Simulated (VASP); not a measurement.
# C: single point with PBE

The system is C, a sheet with vacuum.

```
C
1.0
     4.92092   -0.02054    0.00000
    -1.23912    2.12398    0.00000
     0.00000    0.00000   23.90710
C
4
Direct
  0.15851 0.69057 0.31034
  0.66420 0.63016 0.31458
  0.34590 0.35582 0.31412
  0.83139 0.32345 0.31582
```

| Quantity | Value |
| --- | --- |
| Program | VASP 6.6.1 |
| Task | single point |
| Functional | PBE |
| Potentials or basis | VASP PAW PBE potentials, release 64 (C) |
| Cutoff | 520 eV |
| k mesh | 10 × 10 × 1 |
| Occupations | gaussian, width 0.2 eV |
| Spin | no spin polarisation |
| Dipole correction | yes |
| Further INCAR settings | ALGO = Normal; EDIFF = 1e-06; NBANDS = 16 |

```yaml
Largest_force: 5.281 eV/Å
```

Forces on the atoms (eV/Å):
```
C    3.976 -0.698  1.600
C   -0.299  3.956  0.415
C   -4.901 -1.667 -1.045
C    1.223 -1.591 -0.971
```

Run time: 2.4 min on 1 thread of Intel(R) Xeon(R) 6975P-C (Granite Rapids) (shared host), peak memory 0.42 GiB.
